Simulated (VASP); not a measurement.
# MgS (sol) (Fm-3m) in VASP: further runs

The runs below take MgS (sol) through single point, with PBEsol.

Program: VASP 6.6.1. These are calculated values, not measurements. Logs are shortened: lines on timing, memory, paths and dates and some standing lists are left out, and cuts for length are marked.

## 1. The cell of the first run

It takes space group Fm-3m (No. 225, cubic). Conventional cell: a = 5.183 Å, b = 5.183 Å, c = 5.183 Å, α = 90.00°, β = 90.00°, γ = 90.00°. Within 3.4 Å of Mg (site symmetry m-3m) lie 6 S at 2.59 Å. S (site symmetry m-3m) has 6 Mg at 2.59 Å within 3.4 Å.

## 2. Single point, PBEsol

INCAR

```
ALGO     = Normal         # electronic algorithm
EDIFF    = 1E-6           # SCF threshold, eV
ENCUT    = 600            # plane-wave cutoff, eV
GGA      = PS             # functional
GGA_COMPAT= F            
ISIF     = 2              # what is computed and relaxed
ISMEAR   = 0              # smearing method
LASPH    = T              # aspherical terms in the spheres
LCHARG   = T              # write CHGCAR
LELF     = T              # ELF
LREAL    = F              # projectors in reciprocal space
LVHAR    = T            
LWAVE    = F              # write WAVECAR
NBANDS   = 11             # bands
NELM     = 120            # most SCF steps
PREC     = Accurate       # precision mode
SIGMA    = 0.02           # smearing width, eV
```

KPOINTS

```
k-points
0
Gamma
  6 6 6
```

POSCAR

```
MgS
1.0
    0.0000000000      2.5913100557      2.5913100557
    2.5913100557      0.0000000000      2.5913100557
    2.5913100557      2.5913100557      0.0000000000
Mg S
1 1
Direct
    0.0000000000      0.0000000000      0.0000000000
    0.5000000000      0.5000000000      0.5000000000
```

Potentials or basis: VASP PAW PBE potentials, release 64 (Mg, S).

The run is started by

```console
cat potpaw_PBE.64/Mg/POTCAR potpaw_PBE.64/S/POTCAR > POTCAR
mpirun -np 1 vasp_std > vasp.out
```

OUTCAR:

```text
EDIFF = 1E-6
   ENCUT = 600
   GGA = PS
   ISIF = 2
   ISMEAR = 0
   LASPH = T
   LREAL = F
   NELM = 120
   PREC = Accurate

 ion  position               nearest neighbor table
   1  0.000  0.000  0.000-   2 2.59   2 2.59   2 2.59   2 2.59   2 2.59   2 2.59
   2  0.500  0.500  0.500-   1 2.59   1 2.59   1 2.59   1 2.59   1 2.59   1 2.59

  LATTYP: Found a face centered cubic cell.
 ALAT       =     5.1826201114

  Lattice vectors:

 A1 = (   0.0000000000,   2.5913100557,   2.5913100557)
 A2 = (   2.5913100557,   0.0000000000,   2.5913100557)
 A3 = (   2.5913100557,   2.5913100557,   0.0000000000)

Analysis of symmetry for initial positions (statically):
=====================================================================
 Subroutine PRICEL returns:
 Original cell was already a primitive cell.

 Routine SETGRP: Setting up the symmetry group for a
 face centered cubic supercell.

 Subroutine GETGRP returns: Found 48 space group operations
 (whereof 48 operations were pure point group operations)
 out of a pool of 48 trial point group operations.

The static configuration has the point symmetry O_h .

Analysis of symmetry for dynamics (positions and initial velocities):
=====================================================================
 Subroutine PRICEL returns:
 Original cell was already a primitive cell.

 Routine SETGRP: Setting up the symmetry group for a
 face centered cubic supercell.

 Subroutine GETGRP returns: Found 48 space group operations
 (whereof 48 operations were pure point group operations)
 out of a pool of 48 trial point group operations.

The dynamic configuration has the point symmetry O_h .

 Subroutine INISYM returns: Found 48 space group operations
 (whereof 48 operations are pure point group operations),
 and found     1 'primitive' translations

----------------------------------------------------------------------------------------

                                     Primitive cell

  volume of cell :      34.8007

  direct lattice vectors                    reciprocal lattice vectors
     0.000000000  2.591310056  2.591310056    -0.192952595  0.192952595  0.192952595
     2.591310056  0.000000000  2.591310056     0.192952595 -0.192952595  0.192952595
     2.591310056  2.591310056  0.000000000     0.192952595  0.192952595 -0.192952595

  length of vectors
     3.664665825  3.664665825  3.664665825     0.334203698  0.334203698  0.334203698

  position of ions in fractional coordinates (direct lattice)
     0.000000000  0.000000000  0.000000000
[... 77 lines left out ...]
   POTIM  = 0.5000    time-step for ionic-motion
   TEBEG  =    0.0;   TEEND  =   0.0 temperature during run
   PSTRESS=    0.0 pullay stress
   NELECT =       8.0000    total number of electrons
   NUPDOWN=      -1.0000    fix difference up-down
   EMIN   =  10.00;   EMAX   =-10.00  energy-range for DOS
   EFERMI =   0.00;   METHOD = LEGACY
   ISMEAR =     0;   SIGMA  =   0.02  broadening in eV -4-tet -1-fermi 0-gaus
   EFERMI_NEDOS =   21; number of points for ismear=-14 and -15
   IALGO  =     38    algorithm
   IMIX   =      4    mixing-type and parameters
     AMIX     =   0.40;   BMIX     =  1.00
     AMIX_MAG =   1.60;   BMIX_MAG =  1.00
  volume/ion in A,a.u.               =      17.40       117.42
  Fermi-wavevector in a.u.,A,eV,Ry     =   1.002864  1.895138 13.683876  1.005737
  Thomas-Fermi vector in A             =   2.135379
   LORBIT       =      0    0 simple, 1 ext, 2 COOP (PROOUT), +10 PAW based schemes
   GGA     = PS    functional components
   LHFCALC =     F    Hartree Fock is set to
   AEXX    =    0.0000 exact exchange contribution
   IVDW    =     0    specifies the selected vdW correction
   LEPSILON=     F    determine dielectric tensor
   LRPA    =     F    only Hartree local field effects (RPA)
 non-spin polarized calculation
 Gauss-broadening in eV      SIGMA  =   0.02
  energy-cutoff  :      600.00
  volume of cell :       34.80
 maximum number of plane-waves:      1211
 NGX is ok and might be reduce to    30
   NGX = 15   NGY = 15   NGZ = 15

 number of electron       8.0000000 magnetization

 Free energy of the ion-electron system (eV)
  ---------------------------------------------------
  ext. energy  EPLUGINS =         0.00000000
  ---------------------------------------------------
  free energy    TOTEN  =        -9.07247442 eV

  energy without entropy =       -9.07247442  energy(sigma->0) =       -9.07247442

 E-fermi :   3.9262     XC(G=0):  -9.8855

 val. band max:        3.7854021871   @ k =   0.0000   0.0000   0.0000
 cond. band min:       6.5116655919   @ k =   0.5000   0.5000   0.0000
 fundamental gap:      2.7262634049
 Fermi energy:         3.9261602558

 k-point     1 :       0.0000    0.0000    0.0000
  band No.  band energies     occupation
      1      -8.9670      2.00000
      2       3.7854      2.00000
      3       3.7854      2.00000
      4       3.7854      2.00000
      5       7.4711      0.00000
      6      11.6295      0.00000
      7      11.6295      0.00000
      8      11.6295      0.00000
      9      14.1078      0.00000
     10      14.1078      0.00000
     11      16.1075      0.00000
[... 197 lines left out ...]
 k-point    16 :      -0.3333    0.5000    0.1667
  band No.  band energies     occupation
      1      -7.1861      2.00000
      2      -0.0877      2.00000
      3       1.1151      2.00000
      4       1.5049      2.00000
      5       8.1768      0.00000
      6       9.8718      0.00000
      7      12.9239      0.00000
      8      13.5293      0.00000
      9      17.5932      0.00000
     10      18.8236      0.00000
     11      19.2894      0.00000

------------------------ aborting loop because EDIFF is reached ----------------------------------------

  FORCE on cell =-STRESS in cart. coord.  units (eV):
  Direction    XX          YY          ZZ          XY          YZ          ZX
  --------------------------------------------------------------------------------------
  -------------------------------------------------------------------------------------
  Total       -0.0413537     -0.0413537     -0.0413537     -0.0000000      0.0000000     -0.0000000
  in kB       -1.9038664     -1.9038664     -1.9038664     -0.0000000      0.0000000     -0.0000000
  external PRESSURE =      -1.9038664 kB  Pullay stress =       0.0000000 kB

 VOLUME and BASIS-vectors are now :
 -----------------------------------------------------------------------------
  energy-cutoff  :      600.00
  volume of cell :       34.80
      direct lattice vectors                 reciprocal lattice vectors
     0.000000000  2.591310056  2.591310056    -0.192952595  0.192952595  0.192952595
     2.591310056  0.000000000  2.591310056     0.192952595 -0.192952595  0.192952595
     2.591310056  2.591310056  0.000000000     0.192952595  0.192952595 -0.192952595

 POSITION                                       TOTAL-FORCE (eV/Angst)
 -----------------------------------------------------------------------------------
      0.00000      0.00000      0.00000         0.000000     -0.000000      0.000000
      2.59131      2.59131      2.59131        -0.000000      0.000000     -0.000000
 -----------------------------------------------------------------------------------
    total drift:                               -0.000000     -0.000000      0.000000

  FREE ENERGIE OF THE ION-ELECTRON SYSTEM (eV)
  ---------------------------------------------------
  free  energy   TOTEN  =        -9.0724744169 eV

  energy  without entropy=       -9.0724744169  energy(sigma->0) =       -9.07247442
```

stdout:

```text
POSCAR found type information on POSCAR MgS
 POSCAR found :  2 types and       2 ions
 scaLAPACK will be used
 -----------------------------------------------------------------------------
|                                                                             |
|                                                                             |
|     You enforced a specific xc type in the INCAR file but a different       |
|     I HOPE YOU KNOW WHAT YOU ARE DOING!                                     |
|                                                                             |
 -----------------------------------------------------------------------------

 LDA part: xc-table for (Slater+PW92), standard interpolation
 POSCAR, INCAR and KPOINTS ok, starting setup
 FFT: planning ... GRIDC
 FFT: planning ... GRID_SOFT
 FFT: planning ... GRID
 WAVECAR not read
 entering main loop
```

Run time: 20 s. Hardware: 1 thread of AMD EPYC 7R13, shared host; peak memory 0.14 GiB.

Results:

```yaml
Free_energy: -9.0725 eV
Pressure: -0.2 GPa
Band_gap_on_the_k_mesh: 2.73 eV, indirect (least direct gap 3.69 eV)
```

Caveat: the PAW data sets were made with another functional, which shifts forces and pressure a little. PBEsol gaps usually lie below the measured ones, often by a third to a half.

(Continued in part 2 of 2.)
